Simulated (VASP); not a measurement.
Set up this calculation in VASP 6.6.1, as the native input.

- Task: single point
- Functional: LDA
- Potentials or basis: VASP PAW LDA potentials, release 64 (Hg)
- Cutoff: 520 eV
- k mesh: 6 × 6 × 6
- Occupations: fermi-dirac, width 0.1 eV
- Spin: no spin polarisation
- Dipole correction: no
- Further INCAR settings: ALGO = Normal; EDIFF = 1e-07; NBANDS = 58

The structure of Hg lies in POSCAR:

```
Hg
1.0
    5.6553961609      0.0000000000      0.0000000000
    0.0000000000      5.6553961609      0.0000000000
    0.0000000000      0.0000000000      5.6553961609
Hg
8
Direct
    0.0000000000      1.0000000000      1.0000000000
    0.5000000000      0.5000000000      0.5000000000
    0.2500000000      0.0000000000      0.5000000000
    0.7500000000      0.0000000000      0.5000000000
    0.5000000000      0.2500000000      1.0000000000
    0.5000000000      0.7500000000      1.0000000000
    1.0000000000      0.5000000000      0.2500000000
    1.0000000000      0.5000000000      0.7500000000
```

These files were run (other wordings do the same):

INCAR

```
SYSTEM = Hg
  PREC = Accurate
  ENCUT = 520
  EDIFF = 1E-7
  ISMEAR = -1
  SIGMA = 0.1
  LREAL = .False.
  LASPH = .True.
  NELM = 80
  ALGO = Normal
  ISIF = 2
  LWAVE = .False.
  LCHARG = .False.
  NBANDS = 58
```

KPOINTS

```
Automatic mesh
0
Gamma
  6 6 6
  0 0 0
```

Potentials or basis: VASP PAW LDA potentials, release 64 (Hg).

Launch:

```console
$ cat potpaw_LDA.64/Hg/POTCAR > POTCAR
$ mpirun -np 1 vasp_std > vasp.out
```

Results of the run:

```
Pressure               : 0.3 GPa
Band gap on the k mesh : zero (bands 48 and 49 overlap by 1.15 eV)
```

Caveat: spin-orbit coupling is left out, which moves the levels of the heavy elements.

Wall time 2.9 min on 1 thread of AMD EPYC 7R43 64-Core Processor (Zen 3) (shared host), peak memory 0.26 GiB.
